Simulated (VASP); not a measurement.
# Pb3F2 (P-3m1) in VASP: notebook

Pb3F2 is run at these levels: PBE; tasks: single point.

All numbers are computed with VASP 6.6.1; they aren't measurements. Logs are shortened: lines on timing, memory, paths and dates and some standing lists are left out, and cuts for length are marked.

**1. The cell of the first run**

It takes space group P-3m1 (No. 164, trigonal). The conventional cell has a = 4.014 Å, b = 4.014 Å, c = 9.075 Å, α = 90.00°, β = 90.00°, γ = 120.00°. Within 4.6 Å of Pb (site symmetry -3m) lie 12 Pb at 3.50 to 4.01 Å and 6 F at 4.28 Å. Within 3.3 Å of Pb (site symmetry 3m) lie 4 F at 2.52 to 2.85 Å. F (site symmetry 3m) has 4 Pb at 2.52 to 2.85 Å and 3 F at 2.98 Å within 3.3 Å.

**2. Single point, PBE**

The input, INCAR:

```
SYSTEM = Pb3F2
PREC = Accurate
ENCUT = 520
EDIFF = 1E-6
ISMEAR = 0
SIGMA = 0.1
LREAL = .False.
LASPH = .True.
NELM = 100
ALGO = Normal
ISIF = 2
LWAVE = .False.
LCHARG = .False.
GGA = PE
NBANDS = 36
```

The input, KPOINTS:

```
Automatic mesh
0
Gamma
  6 6 4
  0 0 0
```

The input, POSCAR:

```
Pb3F2
1.0
    4.0135411489      0.0000000000      0.0000000000
   -2.0067705745      3.4758285941      0.0000000000
    0.0000000000      0.0000000000      9.0749811535
Pb F
3 2
Direct
    0.0000000000      0.0000000000      0.0000000000
    0.3333333333      0.6666666667      0.7112045486
    0.6666666667      0.3333333333      0.2887954514
    0.3333333333      0.6666666667      0.3966798515
    0.6666666667      0.3333333333      0.6033201485
```

Potentials or basis: VASP PAW PBE potentials, release 64 (Pb_d, F).

On the command line:

```sh
$ cat potpaw_PBE.64/Pb_d/POTCAR potpaw_PBE.64/F/POTCAR > POTCAR
$ mpirun -np 1 vasp_std > vasp.out
```

OUTCAR:

```text
SYSTEM = Pb3F2
   PREC = Accurate
   ENCUT = 520
   EDIFF = 1E-6
   ISMEAR = 0
   LREAL = .False.
   LASPH = .True.
   NELM = 100
   ISIF = 2
   GGA = PE

 ion  position               nearest neighbor table
   1  0.000  0.000  0.000-   2 3.50   3 3.50   3 3.50   2 3.50   3 3.50   2 3.50
   2  0.333  0.667  0.711-   5 2.52   5 2.52   5 2.52   4 2.85   1 3.50   1 3.50   1 3.50
   3  0.667  0.333  0.289-   4 2.52   4 2.52   4 2.52   5 2.85   1 3.50   1 3.50   1 3.50
   4  0.333  0.667  0.397-   3 2.52   3 2.52   3 2.52   2 2.85
   5  0.667  0.333  0.603-   2 2.52   2 2.52   2 2.52   3 2.85

  LATTYP: Found a hexagonal cell.
 ALAT       =     4.0135411489
 C/A-ratio  =     2.2610908464

  Lattice vectors:

 A1 = (   4.0135411489,   0.0000000000,   0.0000000000)
 A2 = (  -2.0067705745,   3.4758285941,   0.0000000000)
 A3 = (   0.0000000000,   0.0000000000,   9.0749811535)

Analysis of symmetry for initial positions (statically):
=====================================================================
 Subroutine PRICEL returns:
 Original cell was already a primitive cell.

 Routine SETGRP: Setting up the symmetry group for a
 hexagonal supercell.

 Subroutine GETGRP returns: Found 12 space group operations
 (whereof 12 operations were pure point group operations)
 out of a pool of 24 trial point group operations.

The static configuration has the point symmetry D_3d.

Analysis of symmetry for dynamics (positions and initial velocities):
=====================================================================
 Subroutine PRICEL returns:
 Original cell was already a primitive cell.

 Routine SETGRP: Setting up the symmetry group for a
 hexagonal supercell.

 Subroutine GETGRP returns: Found 12 space group operations
 (whereof 12 operations were pure point group operations)
 out of a pool of 24 trial point group operations.

The dynamic configuration has the point symmetry D_3d.

 Subroutine INISYM returns: Found 12 space group operations
 (whereof 12 operations are pure point group operations),
 and found     1 'primitive' translations

----------------------------------------------------------------------------------------

                                     Primitive cell

  volume of cell :     126.5994
[... 84 lines left out ...]
 SYSTEM =  Pb3F2
   PREC   = accura    normal or accurate (medium, high low for compatibility)
   ISTART =      0    job   : 0-new  1-cont  2-samecut
   ICHARG =      2    charge: 1-file 2-atom 10-const
   ISPIN  =      1    spin polarized calculation?
   LNONCOLLINEAR =      F non collinear calculations
   LSORBIT =      F    spin-orbit coupling
   LASPH  =      T    aspherical Exc in radial PAW
   ENCUT  =  520.0 eV  38.22 Ry    6.18 a.u.   7.46  7.46 16.87*2*pi/ulx,y,z
   NELM   =    100;   NELMIN=  2; NELMDL= -5     # of ELM steps
   EDIFF  = 0.1E-05   stopping-criterion for ELM
   LREAL  =      F    real-space projection
[... 7 lines left out ...]
   TEBEG  =    0.0;   TEEND  =   0.0 temperature during run
   PSTRESS=    0.0 pullay stress
   NELECT =      56.0000    total number of electrons
   NUPDOWN=      -1.0000    fix difference up-down
   EMIN   =  10.00;   EMAX   =-10.00  energy-range for DOS
   EFERMI =   0.00;   METHOD = LEGACY
   ISMEAR =     0;   SIGMA  =   0.10  broadening in eV -4-tet -1-fermi 0-gaus
   EFERMI_NEDOS =   21; number of points for ismear=-14 and -15
   IALGO  =     38    algorithm
   IMIX   =      4    mixing-type and parameters
     AMIX     =   0.40;   BMIX     =  1.00
     AMIX_MAG =   1.60;   BMIX_MAG =  1.00
  volume/ion in A,a.u.               =      25.32       170.87
  Fermi-wavevector in a.u.,A,eV,Ry     =   1.247365  2.357178 21.169571  1.555920
  Thomas-Fermi vector in A             =   2.381501
   LORBIT       =      0    0 simple, 1 ext, 2 COOP (PROOUT), +10 PAW based schemes
   GGA     = PE    functional components
   LHFCALC =     F    Hartree Fock is set to
   AEXX    =    0.0000 exact exchange contribution
   IVDW    =     0    specifies the selected vdW correction
   LEPSILON=     F    determine dielectric tensor
   LRPA    =     F    only Hartree local field effects (RPA)
 non-spin polarized calculation
 Gauss-broadening in eV      SIGMA  =   0.10
  energy-cutoff  :      520.00
  volume of cell :      126.60
 maximum number of plane-waves:      3435
 NGX is ok and might be reduce to    30
   NGX = 15   NGY = 15   NGZ = 33

 number of electron      56.0000013 magnetization

 Free energy of the ion-electron system (eV)
  ---------------------------------------------------
  ext. energy  EPLUGINS =         0.00000000
  ---------------------------------------------------
  free energy    TOTEN  =       -20.10488819 eV

  energy without entropy =      -20.09778707  energy(sigma->0) =      -20.10133763

 E-fermi :   5.0134     XC(G=0):  -9.2971

 val. band max:        4.9843681639   @ k =  -0.1667   0.5000   0.2500
 cond. band min:       5.1259941051   @ k =   0.3333   0.1667   0.2500
 fundamental gap:      0.1416259411
 Fermi energy:         5.0133545299

 k-point     1 :       0.0000    0.0000    0.0000
  band No.  band energies     occupation
      1     -18.7649      2.00000
      2     -18.5350      2.00000
      3     -12.3677      2.00000
      4     -12.3677      2.00000
      5     -12.3599      2.00000
      6     -12.3599      2.00000
[... 925 lines left out ...]
     35       9.1690      0.00000
     36      13.3082      0.00000

------------------------ aborting loop because EDIFF is reached ----------------------------------------

  FORCE on cell =-STRESS in cart. coord.  units (eV):
  Direction    XX          YY          ZZ          XY          YZ          ZX
  --------------------------------------------------------------------------------------
  -------------------------------------------------------------------------------------
  Total       -0.2300042     -0.2300042     -0.1647010      0.0000000     -0.0000000      0.0000000
  in kB       -2.9108143     -2.9108143     -2.0843707      0.0000000     -0.0000000      0.0000000
  external PRESSURE =      -2.6353331 kB  Pullay stress =       0.0000000 kB

 VOLUME and BASIS-vectors are now :
 -----------------------------------------------------------------------------
  energy-cutoff  :      520.00
  volume of cell :      126.60
      direct lattice vectors                 reciprocal lattice vectors
     4.013541149  0.000000000  0.000000000     0.249156534  0.143850592  0.000000000
    -2.006770574  3.475828594  0.000000000     0.000000000  0.287701183  0.000000000
     0.000000000  0.000000000  9.074981153     0.000000000  0.000000000  0.110193066

 POSITION                                       TOTAL-FORCE (eV/Angst)
 -----------------------------------------------------------------------------------
      0.00000      0.00000      0.00000        -0.000000      0.000000      0.000000
     -0.00000      2.31722      6.45417         0.000000     -0.000000      0.000966
      2.00677      1.15861      2.62081        -0.000000      0.000000     -0.000966
     -0.00000      2.31722      3.59986         0.000000     -0.000000     -0.010612
      2.00677      1.15861      5.47512        -0.000000      0.000000      0.010612
 -----------------------------------------------------------------------------------
    total drift:                                0.000000      0.000000      0.000000

  FREE ENERGIE OF THE ION-ELECTRON SYSTEM (eV)
  ---------------------------------------------------
  free  energy   TOTEN  =       -20.1048881945 eV

  energy  without entropy=      -20.0977870734  energy(sigma->0) =      -20.10133763
```

OSZICAR:

```text
N       E                     dE             d eps       ncg     rms          rms(c)
DAV:   1     0.732866584204E+03    0.73287E+03   -0.27297E+04  1728   0.180E+03
DAV:   2     0.859586852031E+02   -0.64691E+03   -0.62683E+03  1780   0.497E+02
DAV:   3    -0.165971663429E+02   -0.10256E+03   -0.10049E+03  2208   0.224E+02
DAV:   4    -0.220676185893E+02   -0.54705E+01   -0.54448E+01  2080   0.543E+01
DAV:   5    -0.222251644200E+02   -0.15755E+00   -0.15753E+00  2044   0.915E+00    0.818E+00
DAV:   6    -0.200942028377E+02    0.21310E+01   -0.77366E+00  2296   0.239E+01    0.291E+00
DAV:   7    -0.201270976133E+02   -0.32895E-01   -0.13261E+00  1848   0.662E+00    0.187E+00
DAV:   8    -0.201108961685E+02    0.16201E-01   -0.25128E-01  1844   0.354E+00    0.640E-01
DAV:   9    -0.201034550775E+02    0.74411E-02   -0.44692E-02  2580   0.139E+00    0.151E-01
DAV:  10    -0.201052056104E+02   -0.17505E-02   -0.86579E-03  2196   0.676E-01    0.164E-01
DAV:  11    -0.201048325252E+02    0.37309E-03   -0.17167E-03  2288   0.254E-01    0.348E-02
DAV:  12    -0.201048983936E+02   -0.65868E-04   -0.63318E-04  2172   0.121E-01    0.361E-02
DAV:  13    -0.201048915659E+02    0.68277E-05   -0.17272E-04  2372   0.100E-01    0.140E-02
DAV:  14    -0.201048881126E+02    0.34533E-05   -0.25811E-05  2328   0.383E-02    0.199E-03
DAV:  15    -0.201048881945E+02   -0.81945E-07   -0.17651E-06  1364   0.886E-03
   1 F= -.20104888E+02 E0= -.20101338E+02  d E =-.710112E-02
```

It took 66 s on 1 thread of Intel Xeon 6975P-C (Granite Rapids), shared host; peak memory 0.28 GiB.

Results:

```
Free energy            : -20.1049 eV
Pressure               : -0.3 GPa
Largest force          : 0.011 eV/Å
Band gap on the k mesh : zero (bands 28 and 29 overlap by 3.42 eV)
```

Forces in eV/Å, atoms in the order of the input:
```
Pb   0.000  0.000  0.000
Pb   0.000  0.000  0.001
Pb   0.000  0.000 -0.001
F    0.000  0.000 -0.011
F    0.000  0.000  0.011
```

Stress tensor (GPa, compression positive):
```
-0.29  0.00  0.00
 0.00 -0.29  0.00
 0.00  0.00 -0.21
```

Caveat: spin-orbit coupling is left out, which moves the levels of the heavy elements.

**3. Single point, PBE**

This run uses another cell than the first one, of 22.25 Å³/atom.

The input, INCAR:

```
PREC     = Accurate       # precision mode
ENCUT    = 520            # plane-wave cutoff, eV
EDIFF    = 1E-6           # SCF threshold, eV
ISMEAR   = 0              # smearing method
SIGMA    = 0.1            # smearing width, eV
LREAL    = False          # projectors in reciprocal space
LASPH    = True           # aspherical terms in the spheres
NELM     = 60             # most SCF steps
ALGO     = Normal         # electronic algorithm
ISIF     = 2              # what is computed and relaxed
LWAVE    = False          # write WAVECAR
LCHARG   = False          # write CHGCAR
GGA      = PE             # functional
NBANDS   = 36             # bands
```

The input, KPOINTS:

```
regular mesh
0
Gamma
  6 6 4
```

The input, POSCAR:

```
Pb3F2
1.0
    4.3543525575      0.0000000000      0.0000000000
   -2.1771762788      3.7709799318      0.0000000000
    0.0000000000      0.0000000000      6.7746652735
Pb F
3 2
Direct
    0.0000000000      0.0000000000      0.0000000000
    0.3333333333      0.6666666667      0.6450000000
    0.6666666667      0.3333333333      0.3550000000
    0.3333333333      0.6666666667      0.2450000000
    0.6666666667      0.3333333333      0.7550000000
```

Potentials or basis: VASP PAW PBE potentials, release 64 (Pb_d, F).

On the command line:

```sh
$ cat potpaw_PBE.64/Pb_d/POTCAR potpaw_PBE.64/F/POTCAR > POTCAR
$ mpirun -np 1 vasp_std > vasp.out
```

OUTCAR:

```text
PREC = Accurate
   ENCUT = 520
   EDIFF = 1E-6
   ISMEAR = 0
   LREAL = False
   LASPH = True
   NELM = 60
   ISIF = 2
   GGA = PE

 ion  position               nearest neighbor table
   1  0.000  0.000  0.000-   4 3.01   5 3.01   5 3.01   4 3.01   5 3.01   4 3.01   2 3.48   3 3.48
                             2 3.48   3 3.48   3 3.48   2 3.48
   2  0.333  0.667  0.645-   5 2.62   5 2.62   5 2.62   4 2.71   3 3.19   3 3.19   3 3.19   1 3.48
                             1 3.48   1 3.48
   3  0.667  0.333  0.355-   4 2.62   4 2.62   4 2.62   5 2.71   2 3.19   2 3.19   2 3.19   1 3.48
                             1 3.48   1 3.48
   4  0.333  0.667  0.245-   3 2.62   3 2.62   3 2.62   2 2.71   1 3.01   1 3.01   1 3.01
[... 1139 lines left out ...]
  -------------------------------------------------------------------------------------
  Total        2.2275936      2.2275936      5.1277888     -0.0000000      0.0000000     -0.0000000
  in kB       32.0834372     32.0834372     73.8541764     -0.0000000      0.0000000     -0.0000000
  external PRESSURE =      46.0070169 kB  Pullay stress =       0.0000000 kB

 VOLUME and BASIS-vectors are now :
 -----------------------------------------------------------------------------
  energy-cutoff  :      520.00
  volume of cell :      111.24
      direct lattice vectors                 reciprocal lattice vectors
     4.354352558  0.000000000  0.000000000     0.229655267  0.132591530  0.000000000
    -2.177176279  3.770979932  0.000000000     0.000000000  0.265183061  0.000000000
     0.000000000  0.000000000  6.774665274     0.000000000  0.000000000  0.147608769

 POSITION                                       TOTAL-FORCE (eV/Angst)
 -----------------------------------------------------------------------------------
      0.00000      0.00000      0.00000         0.000000      0.000000      0.000000
     -0.00000      2.51399      4.36966         0.000000     -0.000000      1.040683
      2.17718      1.25699      2.40501        -0.000000      0.000000     -1.040683
     -0.00000      2.51399      1.65979        -0.000000      0.000000     -0.522191
      2.17718      1.25699      5.11487         0.000000      0.000000      0.522191
 -----------------------------------------------------------------------------------
    total drift:                               -0.000000      0.000000      0.000000

  FREE ENERGIE OF THE ION-ELECTRON SYSTEM (eV)
  ---------------------------------------------------
  free  energy   TOTEN  =       -18.5067251451 eV

  energy  without entropy=      -18.4903713462  energy(sigma->0) =      -18.49854825
```

stdout:

```text
POSCAR found type information on POSCAR PbF
 POSCAR found :  2 types and       5 ions
 scaLAPACK will be used
 LDA part: xc-table for (Slater+PW92), standard interpolation
 POSCAR, INCAR and KPOINTS ok, starting setup
 FFT: planning ... GRIDC
 FFT: planning ... GRID_SOFT
 FFT: planning ... GRID
 WAVECAR not read
 entering main loop
```

It took 37 s on 1 thread of Intel Xeon 6975P-C (Granite Rapids), shared host; peak memory 0.25 GiB.

Results:

```yaml
Free_energy: -18.5067 eV
Pressure: 4.6 GPa
Largest_force: 1.041 eV/Å
Band_gap_on_the_k_mesh: zero (bands 28 and 29 overlap by 2.41 eV)
```

Forces in eV/Å, atoms in the order of the input:
```
Pb   0.000  0.000  0.000
Pb   0.000  0.000  1.041
Pb   0.000  0.000 -1.041
F    0.000  0.000 -0.522
F    0.000  0.000  0.522
```

Stress tensor (GPa, compression positive):
```
3.21 0.00 0.00
0.00 3.21 0.00
0.00 0.00 7.39
```

Levels at points of the mesh, in eV from the Fermi level:
| k point | band 26 | band 27 | band 28 | band 29 | band 30 | band 31 |
| --- | --- | --- | --- | --- | --- | --- |
| (0.00, 0.00, 0.00) | -3.80 | 1.16 | 1.42 | 1.61 | 1.61 | 1.91 |
| (0.50, 0.00, 0.00) | -3.71 | -1.17 | -0.48 | -0.30 | 0.94 | 2.34 |
| (0.00, 0.00, 0.50) | -4.43 | -0.72 | 0.98 | 0.98 | 3.10 | 3.10 |
| (0.50, 0.00, 0.50) | -3.71 | -2.68 | 0.06 | 0.75 | 1.17 | 1.67 |

Caveat: the cell stands under pressure; spin-orbit coupling is left out, which moves the levels of the heavy elements; forces of over 1 eV/Å act on the atoms, so gaps and moduli don't describe the material at rest.

The gap in the log of VASP goes by the Fermi energy; the results here count the filled bands.